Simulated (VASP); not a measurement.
# InP (eos) (F-43m) in VASP: further runs

InP (eos) is run at these levels: LDA; tasks: single point.

All numbers are computed with VASP 6.6.1; they aren't measurements. Logs are shortened: lines on timing, memory, paths and dates and some standing lists are left out, and cuts for length are marked.

### 1 The cell of the first run

Symmetry: F-43m, No. 216, cubic system. Conventional cell: a = 5.885 Å, b = 5.885 Å, c = 5.885 Å, α = 90.00°, β = 90.00°, γ = 90.00°. Within 3.4 Å of In (site symmetry -43m) lie 4 P at 2.55 Å. P (site symmetry -43m) has 4 In at 2.55 Å within 3.4 Å.

### 2 Single point, LDA (volume scaled by 1.03)

The input, INCAR:

```
PREC = Accurate
ENCUT = 520
EDIFF = 1E-6
ISMEAR = 0
SIGMA = 0.02
LREAL = F
LASPH = T
NELM = 80
ALGO = Normal
ISIF = 2
LWAVE = F
LCHARG = F
GGA = CA
NBANDS = 16
```

The input, KPOINTS:

```
regular mesh
0
Gamma
  10 10 10
```

The input, POSCAR:

```
InP
1.0
    0.0000000000      2.9422846039      2.9422846039
    2.9422846039      0.0000000000      2.9422846039
    2.9422846039      2.9422846039      0.0000000000
In P
1 1
Direct
    0.0000000000      0.0000000000      0.0000000000
    0.7500000000      0.7500000000      0.7500000000
```

Potentials or basis: VASP PAW LDA potentials, release 64 (In_d, P).

Started as:

```console
$ cat potpaw_LDA.64/In_d/POTCAR potpaw_LDA.64/P/POTCAR > POTCAR
$ mpirun -np 1 vasp_std > vasp.out
```

OUTCAR:

```text
PREC = Accurate
   ENCUT = 520
   EDIFF = 1E-6
   ISMEAR = 0
   LREAL = F
   LASPH = T
   NELM = 80
   ISIF = 2
   GGA = CA

 ion  position               nearest neighbor table
   1  0.000  0.000  0.000-   2 2.55   2 2.55   2 2.55   2 2.55
   2  0.750  0.750  0.750-   1 2.55   1 2.55   1 2.55   1 2.55

  LATTYP: Found a face centered cubic cell.
 ALAT       =     5.8845692078

  Lattice vectors:

 A1 = (   0.0000000000,   2.9422846039,   2.9422846039)
 A2 = (   2.9422846039,   0.0000000000,   2.9422846039)
 A3 = (   2.9422846039,   2.9422846039,   0.0000000000)

Analysis of symmetry for initial positions (statically):
=====================================================================
 Subroutine PRICEL returns:
 Original cell was already a primitive cell.

 Routine SETGRP: Setting up the symmetry group for a
 face centered cubic supercell.

 Subroutine GETGRP returns: Found 24 space group operations
 (whereof 24 operations were pure point group operations)
 out of a pool of 48 trial point group operations.

The static configuration has the point symmetry T_d .

Analysis of symmetry for dynamics (positions and initial velocities):
=====================================================================
 Subroutine PRICEL returns:
 Original cell was already a primitive cell.

 Routine SETGRP: Setting up the symmetry group for a
 face centered cubic supercell.

 Subroutine GETGRP returns: Found 24 space group operations
 (whereof 24 operations were pure point group operations)
 out of a pool of 48 trial point group operations.

The dynamic configuration has the point symmetry T_d .

 Subroutine INISYM returns: Found 24 space group operations
 (whereof 24 operations are pure point group operations),
 and found     1 'primitive' translations

----------------------------------------------------------------------------------------

                                     Primitive cell

  volume of cell :      50.9429

  direct lattice vectors                    reciprocal lattice vectors
     0.000000000  2.942284604  2.942284604    -0.169935974  0.169935974  0.169935974
     2.942284604  0.000000000  2.942284604     0.169935974 -0.169935974  0.169935974
     2.942284604  2.942284604  0.000000000     0.169935974  0.169935974 -0.169935974

  length of vectors
     4.161018791  4.161018791  4.161018791     0.294337741  0.294337741  0.294337741

  position of ions in fractional coordinates (direct lattice)
     0.000000000  0.000000000  0.000000000
     0.750000000  0.750000000  0.750000000

  ion indices of the primitive-cell ions
   primitive index   ion index
                 1           1
                 2           2

----------------------------------------------------------------------------------------

 KPOINTS: regular mesh

Automatic generation of k-mesh.
 Grid dimensions read from file:
 generate k-points for:   10   10   10

 Generating k-lattice:

  Cartesian coordinates                     Fractional coordinates (reciprocal lattice)
    -0.016993597  0.016993597  0.016993597     0.100000000  0.000000000  0.000000000
     0.016993597 -0.016993597  0.016993597     0.000000000  0.100000000  0.000000000
     0.016993597  0.016993597 -0.016993597     0.000000000  0.000000000  0.100000000

  Length of vectors
     0.029433774  0.029433774  0.029433774

  Shift w.r.t. Gamma in fractional coordinates (k-lattice)
     0.000000000  0.000000000  0.000000000

 Subroutine IBZKPT returns following result:
 ===========================================

 Found     47 irreducible k-points:

 Following reciprocal coordinates:
            Coordinates               Weight
  0.000000  0.000000  0.000000      1.000000
  0.100000  0.000000  0.000000      8.000000
  0.200000  0.000000  0.000000      8.000000
  0.300000  0.000000  0.000000      8.000000
  0.400000  0.000000  0.000000      8.000000
  0.500000  0.000000  0.000000      4.000000
[... 16 lines left out ...]
  0.300000  0.300000  0.000000      6.000000
  0.400000  0.300000  0.000000     24.000000
 [... further k-points ...]
   k-points           NKPTS =     47   k-points in BZ     NKDIM =     47   number of bands    NBANDS=     16
   number of dos      NEDOS =    301   number of ions     NIONS =      2
   total plane-waves  NPLWV =  32768
   dimension x,y,z NGX =    32 NGY =   32 NGZ =   32
   dimension x,y,z NGXF=    64 NGYF=   64 NGZF=   64
   ions per type =               1   1
   NGX,Y,Z   is equivalent  to a cutoff of  12.79, 12.79, 12.79 a.u.
   NGXF,Y,Z  is equivalent  to a cutoff of  25.57, 25.57, 25.57 a.u.
 SYSTEM =  unknown system
   PREC   = accura    normal or accurate (medium, high low for compatibility)
   ISTART =      0    job   : 0-new  1-cont  2-samecut
   ICHARG =      2    charge: 1-file 2-atom 10-const
   ISPIN  =      1    spin polarized calculation?
   LNONCOLLINEAR =      F non collinear calculations
   LSORBIT =      F    spin-orbit coupling
   LASPH  =      T    aspherical Exc in radial PAW
   ENCUT  =  520.0 eV  38.22 Ry    6.18 a.u.   7.74  7.74  7.74*2*pi/ulx,y,z
   NELM   =     80;   NELMIN=  2; NELMDL= -5     # of ELM steps
   EDIFF  = 0.1E-05   stopping-criterion for ELM
   LREAL  =      F    real-space projection
   EDIFFG = 0.1E-04   stopping-criterion for IOM
   NSW    =      0    number of steps for IOM
   IBRION =     -1    ionic relax: 0-MD 1-quasi-New 2-CG
   NFREE  =      0    steps in history (QN), initial steepest desc. (CG)
   ISIF   =      2    stress and relaxation
   ISYM   =      2    0-nonsym 1-usesym 2-fastsym
   POTIM  = 0.5000    time-step for ionic-motion
   TEBEG  =    0.0;   TEEND  =   0.0 temperature during run
   PSTRESS=    0.0 pullay stress
   NELECT =      18.0000    total number of electrons
   NUPDOWN=      -1.0000    fix difference up-down
   EMIN   =  10.00;   EMAX   =-10.00  energy-range for DOS
   EFERMI =   0.00;   METHOD = LEGACY
   ISMEAR =     0;   SIGMA  =   0.02  broadening in eV -4-tet -1-fermi 0-gaus
   EFERMI_NEDOS =   21; number of points for ismear=-14 and -15
   IALGO  =     38    algorithm
   IMIX   =      4    mixing-type and parameters
     AMIX     =   0.40;   BMIX     =  1.00
     AMIX_MAG =   1.60;   BMIX_MAG =  1.00
  volume/ion in A,a.u.               =      25.47       171.89
  Fermi-wavevector in a.u.,A,eV,Ry     =   1.157367  2.187106 18.224973  1.339498
  Thomas-Fermi vector in A             =   2.293979
   LORBIT       =      0    0 simple, 1 ext, 2 COOP (PROOUT), +10 PAW based schemes
   GGA     = CA    functional components
   LHFCALC =     F    Hartree Fock is set to
   AEXX    =    0.0000 exact exchange contribution
   IVDW    =     0    specifies the selected vdW correction
   LEPSILON=     F    determine dielectric tensor
   LRPA    =     F    only Hartree local field effects (RPA)
 non-spin polarized calculation
 Gauss-broadening in eV      SIGMA  =   0.02
  energy-cutoff  :      520.00
  volume of cell :       50.94
 maximum number of plane-waves:      1390
   NGX = 15   NGY = 15   NGZ = 15

 number of electron      18.0000008 magnetization

 Free energy of the ion-electron system (eV)
  ---------------------------------------------------
  ext. energy  EPLUGINS =         0.00000000
  ---------------------------------------------------
  free energy    TOTEN  =        -9.66549107 eV

  energy without entropy =       -9.66549107  energy(sigma->0) =       -9.66549107

 E-fermi :   5.0354     XC(G=0):  -9.5593

 val. band max:        4.8756444701   @ k =   0.0000   0.0000   0.0000
 cond. band min:       5.3213380264   @ k =   0.0000   0.0000   0.0000
 fundamental gap:      0.4456935563
 Fermi energy:         5.0353683490

 k-point     1 :       0.0000    0.0000    0.0000
  band No.  band energies     occupation
      1      -9.2847      2.00000
      2      -9.2847      2.00000
      3      -9.2847      2.00000
      4      -9.1356      2.00000
      5      -9.1356      2.00000
      6      -6.5873      2.00000
[... 8 lines left out ...]
     15      14.3066      0.00000
     16      14.3066      0.00000

 k-point     2 :       0.1000    0.0000    0.0000
  band No.  band energies     occupation
      1      -9.2965      2.00000
      2      -9.2800      2.00000
      3      -9.2800      2.00000
      4      -9.1357      2.00000
      5      -9.1357      2.00000
      6      -6.4737      2.00000
[... 8 lines left out ...]
     15      13.7841      0.00000
     16      13.7841      0.00000

 k-point     3 :       0.2000    0.0000    0.0000
  band No.  band energies     occupation
      1      -9.3262      2.00000
      2      -9.2684      2.00000
      3      -9.2684      2.00000
      4      -9.1347      2.00000
      5      -9.1347      2.00000
      6      -6.1469      2.00000
[... 8 lines left out ...]
     15      13.3518      0.00000
     16      13.9764      0.00000

 k-point     4 :       0.3000    0.0000    0.0000
  band No.  band energies     occupation
      1      -9.3611      2.00000
      2      -9.2564      2.00000
      3      -9.2564      2.00000
      4      -9.1309      2.00000
      5      -9.1309      2.00000
      6      -5.6567      2.00000
[... 8 lines left out ...]
     15      13.6312      0.00000
     16      13.6312      0.00000
[... 324 lines left out ...]
 k-point    22 :      -0.2000    0.2000    0.0000
  band No.  band energies     occupation
      1      -9.3708      2.00000
      2      -9.2485      2.00000
      3      -9.2471      2.00000
      4      -9.1404      2.00000
      5      -9.1276      2.00000
      6      -5.4907      2.00000
[... 8 lines left out ...]
     15      14.9592      0.00000
     16      15.9578      0.00000

 k-point    23 :       0.3000    0.3000    0.0000
  band No.  band energies     occupation
      1      -9.4087      2.00000
      2      -9.2193      2.00000
      3      -9.2193      2.00000
      4      -9.1667      2.00000
      5      -9.1132      2.00000
      6      -5.3459      2.00000
[... 8 lines left out ...]
     15      15.0560      0.00000
     16      17.5000      0.00000

 k-point    24 :       0.4000    0.3000    0.0000
  band No.  band energies     occupation
      1      -9.4275      2.00000
      2      -9.2104      2.00000
      3      -9.2071      2.00000
      4      -9.1702      2.00000
      5      -9.1097      2.00000
      6      -4.9281      2.00000
[... 8 lines left out ...]
     15      15.4662      0.00000
     16      17.3887      0.00000

 [... further k-points ...]

------------------------ aborting loop because EDIFF is reached ----------------------------------------

  FORCE on cell =-STRESS in cart. coord.  units (eV):
  Direction    XX          YY          ZZ          XY          YZ          ZX
  --------------------------------------------------------------------------------------
  -------------------------------------------------------------------------------------
  Total       -0.6212776     -0.6212776     -0.6212776      0.0000000      0.0000000     -0.0000000
  in kB      -19.5394458    -19.5394458    -19.5394458      0.0000000      0.0000000     -0.0000000
  external PRESSURE =     -19.5394458 kB  Pullay stress =       0.0000000 kB

 VOLUME and BASIS-vectors are now :
 -----------------------------------------------------------------------------
  energy-cutoff  :      520.00
  volume of cell :       50.94
      direct lattice vectors                 reciprocal lattice vectors
     0.000000000  2.942284604  2.942284604    -0.169935974  0.169935974  0.169935974
     2.942284604  0.000000000  2.942284604     0.169935974 -0.169935974  0.169935974
     2.942284604  2.942284604  0.000000000     0.169935974  0.169935974 -0.169935974

 POSITION                                       TOTAL-FORCE (eV/Angst)
 -----------------------------------------------------------------------------------
      0.00000      0.00000      0.00000        -0.000000     -0.000000     -0.000000
      4.41343      4.41343      4.41343         0.000000      0.000000      0.000000
 -----------------------------------------------------------------------------------
    total drift:                                0.000000      0.000000      0.000000

  FREE ENERGIE OF THE ION-ELECTRON SYSTEM (eV)
  ---------------------------------------------------
  free  energy   TOTEN  =        -9.6654910716 eV

  energy  without entropy=       -9.6654910716  energy(sigma->0) =       -9.66549107
```

Wall time 31 s (1 thread of Intel Xeon 8259CL, shared host); peak memory 0.18 GiB.

What came out:

| Quantity | Value |
| --- | --- |
| Free energy | -9.6655 eV |
| Pressure | -2.0 GPa |
| Band gap on the k mesh | 0.45 eV, direct |

Caveat: spin-orbit coupling is left out, which moves the levels of the heavy elements.

(Continued in part 2 of 2.)
